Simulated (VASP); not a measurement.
# As (Pm-3m) in VASP: a series of runs

The runs below take As through single point, relaxation of cell and atoms, with r2SCAN.

All numbers are computed with VASP 6.6.1; they aren't measurements. Logs are shortened: lines on timing, memory, paths and dates and some standing lists are left out, and cuts for length are marked.

## (1) The cell of the first run

Symmetry: Pm-3m, No. 221, cubic system. Conventional cell: a = 2.717 Å, b = 2.717 Å, c = 2.717 Å, α = 90.00°, β = 90.00°, γ = 90.00°. Within 3.6 Å of As (site symmetry m-3m) lie 6 As at 2.72 Å.

This isn't the form of As at room conditions, which is rhombohedral.

## (2) Single point, r2SCAN

POSCAR reads:

```
As
1.0
    2.7167930830      0.0000000000      0.0000000000
    0.0000000000      2.7167930830      0.0000000000
    0.0000000000      0.0000000000      2.7167930830
As
1
Direct
    0.5000000000      0.5000000000      0.5000000000
```

INCAR.step1 reads:

```
SYSTEM = As
PREC = Accurate ; ENCUT = 520
ISMEAR = -1 ; SIGMA = 0.1
LREAL = .False. ; LASPH = .True.
NELM = 60 ; NBANDS = 8
GGA = PE ; ALGO = Normal
EDIFF = 1E-4 ; LWAVE = .True.
LCHARG = .False.
```

INCAR.step2 reads:

```
SYSTEM = As
PREC = Accurate ; ENCUT = 520
EDIFF = 1E-7 ; ISMEAR = -1
SIGMA = 0.1 ; LREAL = .False.
LASPH = .True. ; NELM = 60
ALGO = Normal ; ISIF = 2
LWAVE = .False. ; LCHARG = .False.
METAGGA = R2SCAN ; LMIXTAU = .True.
NBANDS = 8 ; ISTART = 1
```

KPOINTS reads:

```
regular mesh
0
Gamma
  8 8 8
  0 0 0
```

Potentials or basis: VASP PAW PBE potentials, release 64 (As).

Run with:

```
$ cat potpaw_PBE.64/As/POTCAR > POTCAR
$ cp INCAR.step1 INCAR
$ mpirun -np 1 vasp_std > vasp.out
$ cp INCAR.step2 INCAR
$ mpirun -np 1 vasp_std > vasp.out
```

OUTCAR:

```text
SYSTEM = As
   PREC = Accurate
   ENCUT = 520
   EDIFF = 1E-7
   ISMEAR = -1
   LREAL = .False.
   LASPH = .True.
   NELM = 60
   ISIF = 2
   METAGGA = R2SCAN
   ISTART = 1

 ion  position               nearest neighbor table
   1  0.500  0.500  0.500-

  LATTYP: Found a simple cubic cell.
 ALAT       =     2.7167930830

  Lattice vectors:

 A1 = (   2.7167930830,   0.0000000000,   0.0000000000)
 A2 = (   0.0000000000,   2.7167930830,   0.0000000000)
 A3 = (   0.0000000000,   0.0000000000,   2.7167930830)

Analysis of symmetry for initial positions (statically):
=====================================================================
 Subroutine PRICEL returns:
 Original cell was already a primitive cell.

 Routine SETGRP: Setting up the symmetry group for a
 simple cubic supercell.

 Subroutine GETGRP returns: Found 48 space group operations
 (whereof 48 operations were pure point group operations)
 out of a pool of 48 trial point group operations.

The static configuration has the point symmetry O_h .

Analysis of symmetry for dynamics (positions and initial velocities):
=====================================================================
 Subroutine PRICEL returns:
 Original cell was already a primitive cell.

 Routine SETGRP: Setting up the symmetry group for a
 simple cubic supercell.

 Subroutine GETGRP returns: Found 48 space group operations
 (whereof 48 operations were pure point group operations)
 out of a pool of 48 trial point group operations.

The dynamic configuration has the point symmetry O_h .

 Subroutine INISYM returns: Found 48 space group operations
 (whereof 48 operations are pure point group operations),
 and found     1 'primitive' translations

----------------------------------------------------------------------------------------

                                     Primitive cell

  volume of cell :      20.0526

  direct lattice vectors                    reciprocal lattice vectors
     2.716793083  0.000000000  0.000000000     0.368081031  0.000000000  0.000000000
     0.000000000  2.716793083  0.000000000     0.000000000  0.368081031  0.000000000
     0.000000000  0.000000000  2.716793083     0.000000000  0.000000000  0.368081031

  length of vectors
     2.716793083  2.716793083  2.716793083     0.368081031  0.368081031  0.368081031

  position of ions in fractional coordinates (direct lattice)
     0.500000000  0.500000000  0.500000000

  ion indices of the primitive-cell ions
   primitive index   ion index
                 1           1

----------------------------------------------------------------------------------------

 KPOINTS: regular mesh

Automatic generation of k-mesh.
 Grid dimensions read from file:
 generate k-points for:    8    8    8

 Generating k-lattice:

  Cartesian coordinates                     Fractional coordinates (reciprocal lattice)
     0.046010129  0.000000000  0.000000000     0.125000000  0.000000000  0.000000000
     0.000000000  0.046010129  0.000000000     0.000000000  0.125000000  0.000000000
     0.000000000  0.000000000  0.046010129     0.000000000  0.000000000  0.125000000

  Length of vectors
     0.046010129  0.046010129  0.046010129

  Shift w.r.t. Gamma in fractional coordinates (k-lattice)
     0.000000000  0.000000000  0.000000000

 Subroutine IBZKPT returns following result:
 ===========================================

 Found     35 irreducible k-points:

 Following reciprocal coordinates:
            Coordinates               Weight
  0.000000  0.000000  0.000000      1.000000
  0.125000  0.000000  0.000000      6.000000
  0.250000  0.000000  0.000000      6.000000
  0.375000  0.000000  0.000000      6.000000
  0.500000  0.000000  0.000000      3.000000
  0.125000  0.125000  0.000000     12.000000
[... 16 lines left out ...]
  0.375000  0.375000  0.125000     24.000000
  0.500000  0.375000  0.125000     24.000000
 [... further k-points ...]
   k-points           NKPTS =     35   k-points in BZ     NKDIM =     35   number of bands    NBANDS=      8
   number of dos      NEDOS =    301   number of ions     NIONS =      1
   total plane-waves  NPLWV =   8000
   dimension x,y,z NGX =    20 NGY =   20 NGZ =   20
   dimension x,y,z NGXF=    40 NGYF=   40 NGZF=   40
   ions per type =               1
   NGX,Y,Z   is equivalent  to a cutoff of  12.24, 12.24, 12.24 a.u.
   NGXF,Y,Z  is equivalent  to a cutoff of  24.48, 24.48, 24.48 a.u.
 SYSTEM =  As
   PREC   = accura    normal or accurate (medium, high low for compatibility)
   ISTART =      1    job   : 0-new  1-cont  2-samecut
   ICHARG =      0    charge: 1-file 2-atom 10-const
   ISPIN  =      1    spin polarized calculation?
   LNONCOLLINEAR =      F non collinear calculations
   LSORBIT =      F    spin-orbit coupling
   LASPH  =      T    aspherical Exc in radial PAW
   ENCUT  =  520.0 eV  38.22 Ry    6.18 a.u.   5.05  5.05  5.05*2*pi/ulx,y,z
   NELM   =     60;   NELMIN=  2; NELMDL=  0     # of ELM steps
   EDIFF  = 0.1E-06   stopping-criterion for ELM
   LREAL  =      F    real-space projection
   EDIFFG = 0.1E-05   stopping-criterion for IOM
   NSW    =      0    number of steps for IOM
   IBRION =     -1    ionic relax: 0-MD 1-quasi-New 2-CG
   NFREE  =      0    steps in history (QN), initial steepest desc. (CG)
   ISIF   =      2    stress and relaxation
   ISYM   =      2    0-nonsym 1-usesym 2-fastsym
   POTIM  = 0.5000    time-step for ionic-motion
   TEBEG  =    0.0;   TEEND  =   0.0 temperature during run
   PSTRESS=    0.0 pullay stress
   NELECT =       5.0000    total number of electrons
   NUPDOWN=      -1.0000    fix difference up-down
   EMIN   =  10.00;   EMAX   =-10.00  energy-range for DOS
   EFERMI =   0.00;   METHOD = LEGACY
   ISMEAR =    -1;   SIGMA  =   0.10  broadening in eV -4-tet -1-fermi 0-gaus
   EFERMI_NEDOS =   21; number of points for ismear=-14 and -15
   IALGO  =     38    algorithm
   IMIX   =      4    mixing-type and parameters
     AMIX     =   0.40;   BMIX     =  1.00
     AMIX_MAG =   1.60;   BMIX_MAG =  1.00
  volume/ion in A,a.u.               =      20.05       135.32
  Fermi-wavevector in a.u.,A,eV,Ry     =   1.030406  1.947185 14.445795  1.061736
  Thomas-Fermi vector in A             =   2.164502
   LORBIT       =      0    0 simple, 1 ext, 2 COOP (PROOUT), +10 PAW based schemes
   METAGGA = R2SCAN    functional components
   LHFCALC =     F    Hartree Fock is set to
   AEXX    =    0.0000 exact exchange contribution
   IVDW    =     0    specifies the selected vdW correction
   LEPSILON=     F    determine dielectric tensor
   LRPA    =     F    only Hartree local field effects (RPA)
 non-spin polarized calculation
  energy-cutoff  :      520.00
  volume of cell :       20.05
 maximum number of plane-waves:       554
   NGX = 11   NGY = 11   NGZ = 11

 number of electron       5.0000001 magnetization

 Free energy of the ion-electron system (eV)
  ---------------------------------------------------
  ext. energy  EPLUGINS =         0.00000000
  ---------------------------------------------------
  free energy    TOTEN  =       -14.53340682 eV

  energy without entropy =      -14.51210307  energy(sigma->0) =      -14.52275494

 E-fermi :   5.5993     XC(G=0): -10.8604

 val. band max:        5.5773316954   @ k =   0.3750   0.2500   0.1250
 cond. band min:       5.8302556150   @ k =   0.3750   0.2500   0.2500
 fundamental gap:      0.2529239197
 Fermi energy:         5.5993397672

 k-point     1 :       0.0000    0.0000    0.0000
  band No.  band energies     occupation
      1      -9.9317      2.00000
      2       9.9129      0.00000
      3       9.9129      0.00000
      4       9.9129      0.00000
      5      14.5170      0.00000
      6      14.5170      0.00000
      7      17.1002      0.00000
      8      31.4343      0.00000

 k-point     2 :       0.1250    0.0000    0.0000
  band No.  band energies     occupation
      1      -9.6348      2.00000
      2       7.0367      0.00000
      3      10.1728      0.00000
      4      10.1728      0.00000
      5      14.7782      0.00000
      6      16.2192      0.00000
      7      19.0533      0.00000
      8      28.3208      0.00000

 k-point     3 :       0.2500    0.0000    0.0000
  band No.  band energies     occupation
      1      -8.7740      2.00000
      2       3.1503      2.00000
      3      10.8888      0.00000
      4      10.8888      0.00000
      5      15.5233      0.00000
      6      17.3892      0.00000
      7      23.5590      0.00000
      8      24.7424      0.00000

 k-point     4 :       0.3750    0.0000    0.0000
  band No.  band energies     occupation
      1      -7.5191      2.00000
      2      -0.0325      2.00000
      3      11.8010      0.00000
      4      11.8010      0.00000
      5      16.5575      0.00000
      6      18.9025      0.00000
      7      22.0689      0.00000
      8      22.0689      0.00000

 k-point     5 :       0.5000    0.0000    0.0000
  band No.  band energies     occupation
      1      -6.6970      2.00000
      2      -1.5088      2.00000
      3      12.2795      0.00000
      4      12.2795      0.00000
      5      17.1726      0.00000
      6      20.6378      0.00000
      7      20.9994      0.00000
      8      20.9994      0.00000
[... 177 lines left out ...]
 k-point    22 :       0.5000    0.2500    0.1250
  band No.  band energies     occupation
      1      -5.2138      2.00000
      2      -0.1855      2.00000
      3       6.1680      0.00676
      4      10.8492      0.00000
      5      12.9861      0.00000
      6      17.9147      0.00000
      7      22.5756      0.00000
      8      24.0792      0.00000

 k-point    23 :       0.3750    0.3750    0.1250
  band No.  band energies     occupation
      1      -4.7638      2.00000
      2       2.1094      2.00000
      3       2.6436      2.00000
      4      11.0591      0.00000
      5      11.5048      0.00000
      6      19.8786      0.00000
      7      20.4462      0.00000
      8      23.8771      0.00000

 k-point    24 :       0.5000    0.3750    0.1250
  band No.  band energies     occupation
      1      -3.8914      2.00000
      2       0.8450      2.00000
      3       2.9883      2.00000
      4      10.0873      0.00000
      5      11.8052      0.00000
      6      19.0705      0.00000
      7      20.8777      0.00000
      8      24.6186      0.00000

 [... further k-points ...]
[... 5 lines left out ...]
  --------------------------------------------------------------------------------------
  -------------------------------------------------------------------------------------
  Total       -0.0054120     -0.0054120     -0.0054120     -0.0000000      0.0000000      0.0000000
  in kB       -0.4324129     -0.4324129     -0.4324129     -0.0000000      0.0000000      0.0000000
  external PRESSURE =      -0.4324129 kB  Pullay stress =       0.0000000 kB

 VOLUME and BASIS-vectors are now :
 -----------------------------------------------------------------------------
  energy-cutoff  :      520.00
  volume of cell :       20.05
      direct lattice vectors                 reciprocal lattice vectors
     2.716793083  0.000000000  0.000000000     0.368081031  0.000000000  0.000000000
     0.000000000  2.716793083  0.000000000     0.000000000  0.368081031  0.000000000
     0.000000000  0.000000000  2.716793083     0.000000000  0.000000000  0.368081031

 POSITION                                       TOTAL-FORCE (eV/Angst)
 -----------------------------------------------------------------------------------
      1.35840      1.35840      1.35840         0.000000      0.000000      0.000000
 -----------------------------------------------------------------------------------
    total drift:                                0.000000      0.000000      0.000000

  FREE ENERGIE OF THE ION-ELECTRON SYSTEM (eV)
  ---------------------------------------------------
  free  energy   TOTEN  =       -14.5334068196 eV

  energy  without entropy=      -14.5121030689  energy(sigma->0) =      -14.52275494
```

Wall time 18 s (1 thread of Intel Xeon 8259CL, shared host); peak memory 0.12 GiB.

Results:

```yaml
Free_energy: -14.5334 eV
Pressure: 0.0 GPa
Band_gap_on_the_k_mesh: zero (an odd number of electrons rules out a gap without spin polarisation)
```

Caveat: the PAW data sets were made with another functional, which shifts forces and pressure a little.

## (3) Relaxation of cell and atoms, r2SCAN

This run uses another cell than the first one, of 19.76 Å³/atom.

POSCAR reads:

```
As
1.0
    2.7036817400      0.0000000000      0.0000000000
    0.0000000000      2.7036817400      0.0000000000
    0.0000000000      0.0000000000      2.7036817400
As
1
Direct
    0.5000000000      0.5000000000      0.5000000000
```

INCAR.step1 reads:

```
SYSTEM = As
  PREC = Accurate
  ENCUT = 600
  ISMEAR = -1
  SIGMA = 0.1
  LREAL = .FALSE.
  LASPH = .TRUE.
  NELM = 60
  GGA = PE
  ALGO = Normal
  EDIFF = 1E-4
  LWAVE = .TRUE.
  LCHARG = .FALSE.
```

INCAR.step2 reads:

```
SYSTEM = As
  PREC = Accurate
  ENCUT = 600
  EDIFF = 1E-6
  ISMEAR = -1
  SIGMA = 0.1
  LREAL = .FALSE.
  LASPH = .TRUE.
  NELM = 60
  ALGO = Normal
  ISIF = 3
  LWAVE = .FALSE.
  LCHARG = .FALSE.
  METAGGA = R2SCAN
  LMIXTAU = .TRUE.
  IBRION = 2
  NSW = 80
  EDIFFG = -0.01
  ISTART = 1
```

KPOINTS reads:

```
regular mesh
0
G
  8 8 8
  0 0 0
```

Potentials or basis: VASP PAW PBE potentials, release 64 (As).

Run with:

```
$ cat potpaw_PBE.64/As/POTCAR > POTCAR
$ cp INCAR.step1 INCAR
$ mpirun -np 1 vasp_std > vasp.out
$ cp INCAR.step2 INCAR
$ mpirun -np 1 vasp_std > vasp.out
```

Wall time 36 s (1 thread of Intel Xeon 8259CL, shared host); peak memory 0.15 GiB.

It converged, with:

```
Free energy                           : -14.5336 eV
Relaxed volume                        : 20.04 Å³/atom
Relaxed cell                          : a = 2.716 Å, b = 2.716 Å, c = 2.716 Å, α = 90.00°, β = 90.00°, γ = 90.00°
Space group after relaxing (to 0.1 Å) : Pm-3m (No. 221)
Energy gained by relaxing             : 1.1 meV/atom
Ionic steps                           : 3
Pressure after relaxing               : 0.0 GPa
Band gap on the k mesh                : zero (an odd number of electrons rules out a gap without spin polarisation)
```

Step by step:
```csv
step,energy change (eV),largest force (eV/Å),pressure (GPa),volume (Å³)
1,0.0000,0.0000,1.27,19.76
2,-0.0007,0.0000,-0.74,20.22
3,-0.0011,0.0000,0.00,20.04
```

Final structure:
```
CELL_PARAMETERS angstrom
2.71629 0.00000 0.00000
0.00000 2.71629 0.00000
0.00000 0.00000 2.71629
ATOMIC_POSITIONS crystal
As 0.50000 0.50000 0.50000
```

Levels at points of the mesh, in eV from the Fermi level:
```tsv
k point	band 1	band 2	band 3	band 4	band 5	band 6
(0.00, 0.00, 0.00)	-15.54	4.32	4.32	4.32	8.92	8.92
(0.50, 0.00, 0.00)	-12.30	-7.11	6.68	6.68	11.57	15.04
(0.50, 0.50, 0.00)	-8.87	-4.45	-4.45	2.98	8.94	17.14
(0.50, 0.50, 0.50)	-5.02	-1.98	-1.98	-1.98	6.42	6.42
```

Caveat: the PAW data sets were made with another functional, which shifts forces and pressure a little.
